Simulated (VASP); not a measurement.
# SnSe (rocksalt type) (Fm-3m) in VASP: further runs, part 2 of 2

VASP 6.6.1.

## 3. Relaxation of cell and atoms, r2SCAN

This run uses another cell than the first one, of 18.51 Å³/atom.

File POSCAR:

```
SnSe
1.0
    0.0000000000      2.6454205252      2.6454205252
    2.6454205252      0.0000000000      2.6454205252
    2.6454205252      2.6454205252      0.0000000000
Sn Se
1 1
Direct
    0.0000000000      0.0000000000      0.0000000000
    0.5000000000      0.5000000000      0.5000000000
```

File INCAR.step1:

```
SYSTEM = SnSe
PREC     = Accurate       ! precision mode
ENCUT    = 600            ! plane-wave cutoff, eV
ISMEAR   = -1             ! smearing method
SIGMA    = 0.1            ! smearing width, eV
LREAL    = .FALSE.        ! projectors in reciprocal space
LASPH    = .TRUE.         ! aspherical terms in the spheres
NELM     = 80             ! most SCF steps
GGA      = PE             ! functional
ALGO     = Normal         ! electronic algorithm
EDIFF    = 1E-4           ! SCF threshold, eV
LWAVE    = .TRUE.         ! write WAVECAR
LCHARG   = .FALSE.        ! write CHGCAR
```

File INCAR.step2:

```
SYSTEM = SnSe
PREC     = Accurate       ! precision mode
ENCUT    = 600            ! plane-wave cutoff, eV
EDIFF    = 1E-6           ! SCF threshold, eV
ISMEAR   = -1             ! smearing method
SIGMA    = 0.1            ! smearing width, eV
LREAL    = .FALSE.        ! projectors in reciprocal space
LASPH    = .TRUE.         ! aspherical terms in the spheres
NELM     = 80             ! most SCF steps
ALGO     = Normal         ! electronic algorithm
ISIF     = 3              ! what is computed and relaxed
LWAVE    = .FALSE.        ! write WAVECAR
LCHARG   = .FALSE.        ! write CHGCAR
METAGGA  = R2SCAN         ! meta-GGA
LMIXTAU  = .TRUE.       
IBRION   = 2              ! ionic algorithm
NSW      = 60             ! ionic steps
EDIFFG   = -0.005         ! ionic threshold
ISTART   = 1
```

File KPOINTS:

```
regular mesh
0
G
  12 12 12
  0 0 0
```

Potentials or basis: VASP PAW PBE potentials, release 64 (Sn_d, Se).

Launch:

```bash
$ cat potpaw_PBE.64/Sn_d/POTCAR potpaw_PBE.64/Se/POTCAR > POTCAR
$ cp INCAR.step1 INCAR
$ mpirun -np 1 vasp_std > vasp.out
$ cp INCAR.step2 INCAR
$ mpirun -np 1 vasp_std > vasp.out
```

OUTCAR:

```text
SYSTEM = SnSe
   PREC = Accurate
   ENCUT = 600
   EDIFF = 1E-6
   ISMEAR = -1
   LREAL = .FALSE.
   LASPH = .TRUE.
   NELM = 80
   ISIF = 3
   METAGGA = R2SCAN
   IBRION = 2
   NSW = 60
   EDIFFG = -0.005
   ISTART = 1

 ion  position               nearest neighbor table
   1  0.000  0.000  0.000-   2 2.65   2 2.65   2 2.65   2 2.65   2 2.65   2 2.65
   2  0.500  0.500  0.500-   1 2.65   1 2.65   1 2.65   1 2.65   1 2.65   1 2.65

  LATTYP: Found a face centered cubic cell.
 ALAT       =     5.2908410504

  Lattice vectors:

 A1 = (   0.0000000000,   2.6454205252,   2.6454205252)
 A2 = (   2.6454205252,   0.0000000000,   2.6454205252)
 A3 = (   2.6454205252,   2.6454205252,   0.0000000000)

Analysis of symmetry for initial positions (statically):
=====================================================================
 Subroutine PRICEL returns:
 Original cell was already a primitive cell.

 Routine SETGRP: Setting up the symmetry group for a
 face centered cubic supercell.

 Subroutine GETGRP returns: Found 48 space group operations
 (whereof 48 operations were pure point group operations)
 out of a pool of 48 trial point group operations.

The static configuration has the point symmetry O_h .

Analysis of symmetry for dynamics (positions and initial velocities):
[... 144 lines left out ...]
  energy-cutoff  :      600.00
  volume of cell :       37.03
 maximum number of plane-waves:      1258
 NGX is ok and might be reduce to    30
   NGX = 15   NGY = 15   NGZ = 15

--------------------------------------- Ionic step        1  -------------------------------------------

 number of electron      20.0000001 magnetization

 Free energy of the ion-electron system (eV)
  ---------------------------------------------------
  ext. energy  EPLUGINS =         0.00000000
  ---------------------------------------------------
  free energy    TOTEN  =       -38.05908131 eV

  energy without entropy =      -38.04524071  energy(sigma->0) =      -38.05216101

 E-fermi :  11.4073     XC(G=0): -12.2362

 val. band max:       11.3015726582   @ k =  -0.2500   0.0833   0.0000
 cond. band min:      11.4343097035   @ k =  -0.4167   0.1667   0.0833
 fundamental gap:      0.1327370453
 Fermi energy:        11.4073105185
[... 926 lines left out ...]
  FREE ENERGIE OF THE ION-ELECTRON SYSTEM (eV)
  ---------------------------------------------------
  free  energy   TOTEN  =       -39.8694724411 eV

  energy  without entropy=      -39.8669228268  energy(sigma->0) =      -39.86819763

[... ionic steps 4 to 15 ...]

--------------------------------------- Ionic step       16  -------------------------------------------

 number of electron      19.9999989 magnetization

------------------------ aborting loop because EDIFF is reached ----------------------------------------
[... 67 lines left out ...]
--------------------------------------- Ionic step       18  -------------------------------------------

 number of electron      19.9999988 magnetization

 Free energy of the ion-electron system (eV)
  ---------------------------------------------------
  ext. energy  EPLUGINS =         0.00000000
  ---------------------------------------------------
  free energy    TOTEN  =       -39.86949996 eV

  energy without entropy =      -39.86693449  energy(sigma->0) =      -39.86821722

 E-fermi :   5.8241     XC(G=0): -10.1850

 val. band max:        5.7070284196   @ k =   0.5000   0.0000   0.0000
 cond. band min:       6.0745966585   @ k =  -0.4167   0.0833   0.0000
 fundamental gap:      0.3675682388
 Fermi energy:         5.8240812914
[... 437 lines left out ...]
  FREE ENERGIE OF THE ION-ELECTRON SYSTEM (eV)
  ---------------------------------------------------
  free  energy   TOTEN  =       -39.8694999603 eV

  energy  without entropy=      -39.8669344857  energy(sigma->0) =      -39.86821722

 reached required accuracy - stopping structural energy minimisation
```

OSZICAR.step1:

```text
N       E                     dE             d eps       ncg     rms          rms(c)
DAV:   1     0.142430185469E+03    0.14243E+03   -0.11158E+04  2040   0.221E+03
DAV:   2     0.520235753738E+01   -0.13723E+03   -0.13427E+03  2154   0.446E+02
DAV:   3    -0.615987853881E+01   -0.11362E+02   -0.11299E+02  2664   0.106E+02
DAV:   4    -0.638601768444E+01   -0.22614E+00   -0.22601E+00  2220   0.162E+01
DAV:   5    -0.639246929678E+01   -0.64516E-02   -0.64515E-02  2818   0.270E+00    0.697E+00
DAV:   6    -0.631143804212E+01    0.81031E-01   -0.11642E-01  2924   0.316E+00    0.427E+00
DAV:   7    -0.629852903175E+01    0.12909E-01   -0.65443E-02  2694   0.172E+00    0.731E-01
DAV:   8    -0.629745609043E+01    0.10729E-02   -0.82749E-03  2820   0.101E+00    0.112E-01
DAV:   9    -0.629753361352E+01   -0.77523E-04   -0.43400E-04  2364   0.267E-01
   1 F= -.62975336E+01 E0= -.62908238E+01  d E =-.134196E-01
```

Run time: 11 min. Hardware: 1 thread of Intel Xeon 6975P-C (Granite Rapids), shared host; peak memory 0.22 GiB.

Results:

```
Free energy                           : -39.8695 eV
Relaxed volume                        : 27.28 Å³/atom
Relaxed cell                          : a = 4.257 Å, b = 4.257 Å, c = 4.257 Å, α = 60.00°, β = 60.00°, γ = 60.00°
Space group after relaxing (to 0.1 Å) : Fm-3m (No. 225)
Energy gained by relaxing             : 905.2 meV/atom
Ionic steps                           : 18
Pressure after relaxing               : 0.0 GPa
Band gap on the k mesh                : 0.37 eV (least direct gap 0.45 eV)
```

The path:
| step | energy change (eV) | largest force (eV/Å) | pressure (GPa) | volume (Å³) |
| --- | --- | --- | --- | --- |
| 1 | 0.0000 | 0.0000 | 46.66 | 37.03 |
| 2 | -1.1355 | 0.0000 | -8.52 | 74.08 |
| 3 | -1.8104 | 0.0000 | -0.08 | 54.66 |
| 4 | -1.8101 | 0.0000 | 0.29 | 54.26 |
| 5 | -1.8101 | 0.0000 | 0.32 | 54.26 |
| 6 | -1.8102 | 0.0000 | 0.28 | 54.27 |
| 7 | -1.8102 | 0.0000 | 0.29 | 54.27 |
| 8 | -1.8102 | 0.0000 | 0.29 | 54.27 |
| 9 | -1.8102 | 0.0000 | 0.29 | 54.27 |
| 10 | -1.8102 | 0.0000 | 0.29 | 54.27 |
| 11 | -1.8102 | 0.0000 | 0.29 | 54.27 |
| 12 | -1.8102 | 0.0000 | 0.30 | 54.27 |
| 13 | -1.8102 | 0.0000 | 0.32 | 54.28 |
| 14 | -1.8102 | 0.0000 | 0.26 | 54.29 |
| 15 | -1.8102 | 0.0000 | 0.23 | 54.31 |
| 16 | -1.8103 | 0.0000 | 0.20 | 54.34 |
| 17 | -1.8104 | 0.0000 | 0.12 | 54.42 |
| 18 | -1.8104 | 0.0000 | 0.00 | 54.57 |

Final structure:
```cif
data_structure
_symmetry_space_group_name_H-M 'P 1'
_symmetry_Int_Tables_number 1
_cell_length_a 4.2574
_cell_length_b 4.2574
_cell_length_c 4.2574
_cell_angle_alpha 60.000
_cell_angle_beta 60.000
_cell_angle_gamma 60.000
_cell_volume 54.57
loop_
_atom_site_label
_atom_site_type_symbol
_atom_site_fract_x
_atom_site_fract_y
_atom_site_fract_z
_atom_site_occupancy
Sn1 Sn 0.00000 0.00000 0.00000 1
Se1 Se 0.50000 0.50000 0.50000 1
```

Levels at points of the mesh, in eV from the valence-band top:
```
           k point  band 8  band 9  band 10  band 11  band 12  band 13
(0.00, 0.00, 0.00)   -2.64   -2.64    -2.64     4.35     4.35     4.35
(0.50, 0.00, 0.00)   -2.37   -2.37     0.00     0.45     1.13     1.13
(0.50, 0.50, 0.00)   -5.94   -4.10    -4.10     3.11     5.46     5.46
```

Caveat: the volume moved by over 15 % at a fixed basis, so the end points are rough; semilocal functionals underestimate gaps, and a narrow one can read as zero; the PAW data sets were made with another functional, which shifts forces and pressure a little; spin-orbit coupling is left out, which moves the levels of the heavy elements. A k mesh can miss the band edges.
